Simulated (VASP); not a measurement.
Here is a VASP 6.6.1 calculation.

The input INCAR:

```
SYSTEM = SiC
ALGO = Normal ; EDIFF = 1E-7
ENCUT = 520 ; ISIF = 2
ISMEAR = 0 ; LASPH = .True.
LCHARG = .False. ; LREAL = .False.
LWAVE = .False. ; NBANDS = 11
NELM = 80 ; PREC = Accurate
SIGMA = 0.05
```

Contents of KPOINTS:

```
k-points
0
Gamma
  12 12 12
  0 0 0
```

The input POSCAR:

```
SiC
1.0
    0.2727749769      2.3185873037      2.3185873037
    2.3185873037      0.2727749769      2.3185873037
    2.3185873037      2.3185873037      0.2727749769
Si C
1 1
Direct
    0.0000000000      0.0000000000      0.0000000000
    0.7500000000      0.7500000000      0.7500000000
```

Potentials or basis: VASP PAW LDA potentials, release 64 (Si, C).

The run is started by

```bash
$ cat potpaw_LDA.64/Si/POTCAR potpaw_LDA.64/C/POTCAR > POTCAR
$ mpirun -np 1 vasp_std > vasp.out
```

Question: Predict the largest force.

Answer: 0.377 eV/Å.

Question: Predict the band gap on the k mesh.

Answer: 0.39 eV, indirect (least direct gap 1.80 eV).

Forces on the atoms (eV/Å):
```
Si  -0.218 -0.218 -0.218
C    0.218  0.218  0.218
```

 A k mesh can miss the band edges.
